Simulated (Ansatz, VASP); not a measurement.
# AlRu: VASP beside Ansatz

The input INCAR:

```
SYSTEM = AlRu
PREC = Accurate ; ENCUT = 520
EDIFF = 1E-7 ; ISMEAR = 0
SIGMA = 0.15 ; LREAL = .False.
LASPH = .True. ; NELM = 60
ALGO = Fast ; ISIF = 2
LWAVE = .False. ; LCHARG = .False.
GGA = PS ; NBANDS = 25
```

KPOINTS

```
regular mesh
0
Gamma
  16 16 8
  0 0 0
```

Contents of POSCAR:

```
AlRu
1.0
    2.9763250904      0.0000000000      0.0000000000
    0.0000000000      2.9763250904      0.0000000000
    0.0000000000      0.0000000000      5.9526501809
Al Ru
2 2
Direct
    0.0000000000      0.0000000000     -0.0122634453
    0.0000000000      0.0000000000      0.5122634453
    0.4844775021      0.5000000000      0.2500000000
    0.5155224979      0.5000000000      0.7500000000
```

Input for Ansatz:

```yaml
crystal:
  lattice:
    - [2.9763250904, 0.0, 0.0]
    - [0.0, 2.9763250904, 0.0]
    - [0.0, 0.0, 5.9526501809]
  atoms:
    - { symbol: Al, position: [0.0, 0.0, -0.0122634453] }
    - { symbol: Al, position: [0.0, 0.0, 0.5122634453] }
    - { symbol: Ru, position: [0.4844775021, 0.5, 0.25] }
    - { symbol: Ru, position: [0.5155224979, 0.5, 0.75] }
basis:
  ecutwfc: 420
kpoints:
  mp_grid: { grid: [16, 16, 8] }
hamiltonian:
  xc: pbesol
  pseudopotentials: { kind: paw, azcp: { folder: soft_1 } }
scf:
  occupations: { method: gaussian, width: 0.15 }
output:
  forces: true
  stress: true
  eigenvalues: true
```

Change from the starting cell: mode 4 frozen in at -0.046 Å and mode 12 at -0.073 Å (largest displacements).

Alike in both runs: task single point; functional PBEsol; k mesh 16 × 16 × 8; occupations gaussian, width 0.15 eV; no spin polarisation.

|  | VASP | Ansatz |
| --- | --- | --- |
| version | VASP 6.6.1 | Ansatz 0.2.0 |
| potentials or method | VASP PAW PBE potentials, release 64 (Al, Ru_pv), cutoff 520 eV | scalar-relativistic, plane waves, PAW |
| valence electrons in the cell | 34 | 38 |

Ansatz gave:

* gap on the k mesh at the Fermi level (eV): none
* pressure (GPa): 0.7
* traceless stress, the component that is largest in VASP (GPa): 0.25
* rms of the force components (eV/Å): 0.398

Which values does VASP return?

gap on the k mesh at the Fermi level (eV): none; pressure (GPa): 0.8; traceless stress, the component that is largest in VASP (GPa): 0.25; rms of the force components (eV/Å): 0.400.

VASP's potentials were made for PBE, not for PBEsol, and Ansatz warns of the same on its side. Atom by atom the forces differ by 0.003 eV/Å (rms over components). A gap of «none» marks a metal or a gap that the smearing closes. VASP's potentials hold 34 valence electrons a cell and Ansatz's 38, so a difference there can come from the potentials and not from the codes.
